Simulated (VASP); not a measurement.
# K2TaO3 (P-6m2) in VASP: single point with PBE

Aim: the single point of K2TaO3 with PBE.

Everything below comes from runs of VASP 6.6.1. Logs are shortened: lines on timing, memory, paths and dates and some standing lists are left out, and cuts for length are marked.

### Step 1. The cell of the first run

Symmetry: P-6m2, No. 187, hexagonal system. Conventional cell: a = 5.890 Å, b = 5.890 Å, c = 4.452 Å, α = 90.00°, β = 90.00°, γ = 120.00°. Within 3.9 Å of K (site symmetry -6m2) lie 6 O at 2.98 Å and 3 K at 3.40 Å. K (site symmetry -6m2) has 3 O at 2.14 Å within 2.8 Å. Within 3.4 Å of Ta (site symmetry -6m2) lie 6 O at 2.56 Å. O (site symmetry mm2) has 1 K at 2.14 Å and 2 O at 2.19 Å and 2 Ta at 2.56 Å within 2.8 Å.

The cell was generated, and may not be a known phase.

### Step 2. Single point, PBE

File INCAR:

```
SYSTEM = K2TaO3
ALGO     = Normal         ! electronic algorithm
EDIFF    = 1E-6           ! SCF threshold, eV
ENCUT    = 600            ! plane-wave cutoff, eV
GGA      = PE             ! functional
GGA_COMPAT= .FALSE.      
ISIF     = 2              ! what is computed and relaxed
ISMEAR   = 0              ! smearing method
LASPH    = .TRUE.         ! aspherical terms in the spheres
LCHARG   = .FALSE.        ! write CHGCAR
LREAL    = .FALSE.        ! projectors in reciprocal space
LWAVE    = .FALSE.        ! write WAVECAR
NBANDS   = 32             ! bands
NELM     = 120            ! most SCF steps
PREC     = Accurate       ! precision mode
SIGMA    = 0.1            ! smearing width, eV
```

File KPOINTS:

```
k-points
0
G
  3 3 4
  0 0 0
```

File POSCAR:

```
K2TaO3
1.0
    5.8900778300      0.0000000000      0.0000000000
   -2.9450389200      5.1009570300      0.0000000000
    0.0000000000      0.0000000000      4.4523035200
K Ta O
2 1 3
Direct
    0.6666666700      0.3333333300      0.5000000000
    0.0000000000      0.0000000000      0.5000000000
    0.3333333300      0.6666666700      0.0000000000
    0.2095165800      0.7904834200      0.5000000000
    0.2095165800      0.4190331600      0.5000000000
    0.5809668400      0.7904834200      0.5000000000
```

Potentials or basis: VASP PAW PBE potentials, release 64 (K_sv, Ta_pv, O).

The run is started by

```console
$ cat potpaw_PBE.64/K_sv/POTCAR potpaw_PBE.64/Ta_pv/POTCAR potpaw_PBE.64/O/POTCAR > POTCAR
$ mpirun -np 1 vasp_std > vasp.out
```

OUTCAR:

```text
SYSTEM = K2TaO3
   EDIFF = 1E-6
   ENCUT = 600
   GGA = PE
   ISIF = 2
   ISMEAR = 0
   LASPH = .TRUE.
   LREAL = .FALSE.
   NELM = 120
   PREC = Accurate

 ion  position               nearest neighbor table
   1  0.667  0.333  0.500-   2 3.40   2 3.40   2 3.40
   2  0.000  0.000  0.500-   6 2.14   5 2.14   4 2.14   1 3.40   1 3.40   1 3.40
   3  0.333  0.667  0.000-   4 2.56   4 2.56   6 2.56   6 2.56   5 2.56   5 2.56
   4  0.210  0.790  0.500-   2 2.14   3 2.56   3 2.56
   5  0.210  0.419  0.500-   2 2.14   3 2.56   3 2.56
   6  0.581  0.790  0.500-   2 2.14   3 2.56   3 2.56

  LATTYP: Found a hexagonal cell.
 ALAT       =     5.8900778300
 C/A-ratio  =     0.7558989284

  Lattice vectors:

 A1 = (   5.8900778300,   0.0000000000,   0.0000000000)
 A2 = (  -2.9450389200,   5.1009570300,   0.0000000000)
 A3 = (   0.0000000000,   0.0000000000,   4.4523035200)

Analysis of symmetry for initial positions (statically):
=====================================================================
 Subroutine PRICEL returns:
 Original cell was already a primitive cell.

 Routine SETGRP: Setting up the symmetry group for a
 hexagonal supercell.

 Subroutine GETGRP returns: Found 12 space group operations
 (whereof 12 operations were pure point group operations)
 out of a pool of 24 trial point group operations.

The static configuration has the point symmetry D_3h.

Analysis of symmetry for dynamics (positions and initial velocities):
=====================================================================
 Subroutine PRICEL returns:
 Original cell was already a primitive cell.

 Routine SETGRP: Setting up the symmetry group for a
 hexagonal supercell.

 Subroutine GETGRP returns: Found 12 space group operations
 (whereof 12 operations were pure point group operations)
 out of a pool of 24 trial point group operations.

The dynamic configuration has the point symmetry D_3h.

 Subroutine INISYM returns: Found 12 space group operations
 (whereof 12 operations are pure point group operations),
 and found     1 'primitive' translations

----------------------------------------------------------------------------------------

                                     Primitive cell

[... 80 lines left out ...]
   ENCUT  =  600.0 eV  44.10 Ry    6.64 a.u.  11.76 11.76  8.89*2*pi/ulx,y,z
   NELM   =    120;   NELMIN=  2; NELMDL= -5     # of ELM steps
   EDIFF  = 0.1E-05   stopping-criterion for ELM
   LREAL  =      F    real-space projection
   EDIFFG = 0.1E-04   stopping-criterion for IOM
   NSW    =      0    number of steps for IOM
   IBRION =     -1    ionic relax: 0-MD 1-quasi-New 2-CG
   NFREE  =      0    steps in history (QN), initial steepest desc. (CG)
   ISIF   =      2    stress and relaxation
   ISYM   =      2    0-nonsym 1-usesym 2-fastsym
   POTIM  = 0.5000    time-step for ionic-motion
   TEBEG  =    0.0;   TEEND  =   0.0 temperature during run
   PSTRESS=    0.0 pullay stress
   NELECT =      47.0000    total number of electrons
   NUPDOWN=      -1.0000    fix difference up-down
   EMIN   =  10.00;   EMAX   =-10.00  energy-range for DOS
   EFERMI =   0.00;   METHOD = LEGACY
   ISMEAR =     0;   SIGMA  =   0.10  broadening in eV -4-tet -1-fermi 0-gaus
   EFERMI_NEDOS =   21; number of points for ismear=-14 and -15
   IALGO  =     38    algorithm
   IMIX   =      4    mixing-type and parameters
     AMIX     =   0.40;   BMIX     =  1.00
     AMIX_MAG =   1.60;   BMIX_MAG =  1.00
  volume/ion in A,a.u.               =      22.29       150.45
  Fermi-wavevector in a.u.,A,eV,Ry     =   1.155194  2.183000 18.156613  1.334473
  Thomas-Fermi vector in A             =   2.291825
   LORBIT       =      0    0 simple, 1 ext, 2 COOP (PROOUT), +10 PAW based schemes
   GGA     = PE    functional components
   LHFCALC =     F    Hartree Fock is set to
   AEXX    =    0.0000 exact exchange contribution
   IVDW    =     0    specifies the selected vdW correction
   LEPSILON=     F    determine dielectric tensor
   LRPA    =     F    only Hartree local field effects (RPA)
 non-spin polarized calculation
 Gauss-broadening in eV      SIGMA  =   0.10
  energy-cutoff  :      600.00
  volume of cell :      133.77
 maximum number of plane-waves:      4482
 NGX is ok and might be reduce to    48
   NGX = 23   NGY = 23   NGZ = 17

 number of electron      46.9999992 magnetization

 Free energy of the ion-electron system (eV)
  ---------------------------------------------------
  ext. energy  EPLUGINS =         0.00000000
  ---------------------------------------------------
  free energy    TOTEN  =       -27.76835197 eV

  energy without entropy =      -27.73031488  energy(sigma->0) =      -27.74933342

 E-fermi :   0.7103     XC(G=0):  -8.3832

 val. band max:        0.6959401075   @ k =   0.3333  -0.0000   0.2500
 cond. band min:       0.7761082456   @ k =   0.3333   0.3333   0.5000
 fundamental gap:      0.0801681381
 Fermi energy:         0.7102683963

 k-point     1 :       0.0000    0.0000    0.0000
  band No.  band energies     occupation
      1     -35.6043      2.00000
      2     -35.6043      2.00000
      3     -35.1970      2.00000
      4     -29.1998      2.00000
      5     -27.6717      2.00000
      6     -17.1970      2.00000
[... 304 lines left out ...]
     31       5.5358      0.00000
     32       6.8473      0.00000

------------------------ aborting loop because EDIFF is reached ----------------------------------------

  FORCE on cell =-STRESS in cart. coord.  units (eV):
  Direction    XX          YY          ZZ          XY          YZ          ZX
  --------------------------------------------------------------------------------------
  -------------------------------------------------------------------------------------
  Total        9.4796317      9.4796317    -28.2965345     -0.0000000      0.0000000      0.0000000
  in kB      113.5388752    113.5388752   -338.9115505     -0.0000001      0.0000000      0.0000000
  external PRESSURE =     -37.2779334 kB  Pullay stress =       0.0000000 kB

 VOLUME and BASIS-vectors are now :
 -----------------------------------------------------------------------------
  energy-cutoff  :      600.00
  volume of cell :      133.77
      direct lattice vectors                 reciprocal lattice vectors
     5.890077830  0.000000000  0.000000000     0.169777044  0.098020822  0.000000000
    -2.945038920  5.100957030  0.000000000     0.000000000  0.196041644  0.000000000
     0.000000000  0.000000000  4.452303520     0.000000000  0.000000000  0.224602837

 POSITION                                       TOTAL-FORCE (eV/Angst)
 -----------------------------------------------------------------------------------
      2.94504      1.70032      2.22615        -0.000000     -0.000000      0.000000
      0.00000      0.00000      2.22615        -0.000000     -0.000000      0.000000
     -0.00000      3.40064      0.00000        -0.000000     -0.000000      0.000000
     -1.09394      4.03222      2.22615         0.831209     -0.479899     -0.000000
     -0.00000      2.13747      2.22615        -0.000000      0.959797      0.000000
      1.09394      4.03222      2.22615        -0.831209     -0.479899     -0.000000
 -----------------------------------------------------------------------------------
    total drift:                               -0.000002      0.000001      0.000000

  FREE ENERGIE OF THE ION-ELECTRON SYSTEM (eV)
  ---------------------------------------------------
  free  energy   TOTEN  =       -27.7683519701 eV

  energy  without entropy=      -27.7303148791  energy(sigma->0) =      -27.74933342
```

OSZICAR:

```text
N       E                     dE             d eps       ncg     rms          rms(c)
DAV:   1     0.432839107793E+03    0.43284E+03   -0.25064E+04   576   0.150E+03
DAV:   2    -0.678486675392E+01   -0.43962E+03   -0.41816E+03   688   0.409E+02
DAV:   3    -0.435786105158E+02   -0.36794E+02   -0.36120E+02   776   0.106E+02
[... 17 lines left out ...]
DAV:  21    -0.277686349786E+02    0.21258E-03   -0.72244E-04   696   0.138E-01    0.209E-01
DAV:  22    -0.277683873233E+02    0.24766E-03   -0.19854E-04   736   0.654E-02    0.685E-02
DAV:  23    -0.277683890128E+02   -0.16895E-05   -0.28441E-05   656   0.288E-02    0.782E-02
DAV:  24    -0.277683514153E+02    0.37598E-04   -0.24684E-05   664   0.269E-02    0.924E-03
DAV:  25    -0.277683519701E+02   -0.55482E-06   -0.19586E-06   480   0.793E-03
   1 F= -.27768352E+02 E0= -.27749333E+02  d E =-.380371E-01
```

stdout:

```text
POSCAR found type information on POSCAR K TaO
 POSCAR found :  3 types and       6 ions
 scaLAPACK will be used
 LDA part: xc-table for (Slater+PW92), standard interpolation
 POSCAR, INCAR and KPOINTS ok, starting setup
 FFT: planning ... GRIDC
 FFT: planning ... GRID_SOFT
 FFT: planning ... GRID
 WAVECAR not read
 entering main loop
```

Wall time 93 s (1 thread of Intel Xeon Platinum 8259CL at 2.50GHz (Skylake/Cascade Lake), shared host); peak memory 0.29 GiB.

Results:

```
Free energy            : -27.7684 eV
Pressure               : -3.7 GPa
Largest force          : 0.960 eV/Å
Band gap on the k mesh : zero (an odd number of electrons rules out a gap without spin polarisation)
```

Forces in eV/Å, atoms in the order of the input:
```
K    0.000  0.000  0.000
K    0.000  0.000  0.000
Ta   0.000  0.000  0.000
O    0.831 -0.480  0.000
O    0.000  0.960  0.000
O   -0.831 -0.480  0.000
```

Caveat: the k points lie up to 0.41 Å⁻¹ apart, too coarse for converged energies and pressures of a metal; spin-orbit coupling is left out, which moves the levels of the heavy elements; an odd number of electrons without spin polarisation forces a metal; a magnetic or distorted state may lie lower.

The gap in the log of VASP goes by the Fermi energy; the results here count the filled bands.